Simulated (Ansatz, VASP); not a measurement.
**Co: VASP beside Ansatz**

```
CELL_PARAMETERS angstrom
2.50710 0.00000 0.00000
-1.25355 2.17121 0.00000
0.00000 0.00000 4.06860
ATOMIC_POSITIONS crystal
Co 0.33333 0.66667 0.25000
Co 0.66667 0.33333 0.75000
```

Alike in both runs: task relaxation of cell and atoms; functional RPBE; k mesh 14 × 14 × 8; occupations fermi-dirac, width 0.1 eV; no spin polarisation.

```csv
,VASP,Ansatz
version,VASP 6.6.1,Ansatz 0.2.0
potentials or method,"VASP PAW PBE potentials, release 64 (Co), cutoff 600 eV","plane waves (420 eV) with PAW, scalar-relativistic"
valence electrons in the cell,18,34
```

|  | VASP | Ansatz | Ansatz less VASP |
| --- | --- | --- | --- |
| relaxed volume (Å³/atom) | 10.59 | 10.62 | +0.029 |
| relaxed cell length with the largest relative difference (Å) | 3.988 | 3.993 | +0.0049 |

VASP's potentials were made for PBE, not for RPBE. VASP's potentials hold 18 valence electrons a cell and Ansatz's 34, so a difference there can come from the potentials and not from the codes.
